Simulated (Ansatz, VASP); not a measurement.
**One calculation of C, two programs**

```xyz
2
Lattice="0.0000 1.7800 1.7800 1.7800 0.0000 1.7800 1.7800 1.7800 0.0000" Properties=species:S:1:pos:R:3 pbc="T T T"
C     0.0000    0.0000    0.0000
C     0.8900    0.8900    0.8900
```

Alike in both runs: task single point; functional PBE; k mesh 8 × 8 × 8; occupations gaussian, width 0.1 eV; no spin polarisation.

```csv
,VASP,Ansatz
version,VASP 6.6.1,Ansatz 0.2.0
potentials or method,"VASP PAW PBE potentials, release 64 (C), cutoff 600 eV","scalar-relativistic, plane waves, PAW"
valence electrons in the cell,8,8
```

|  | VASP | Ansatz | Ansatz less VASP |
| --- | --- | --- | --- |
| gap on the k mesh at the Fermi level (eV) | 4.15 | 4.15 | +0.008 |
| least direct gap on the mesh (eV) | 5.61 | 5.61 | +0.002 |
| pressure (GPa) | 4.3 | 4.3 | 0.00 |

With one functional, cell and mesh, what is left measures potentials, basis and numerics.
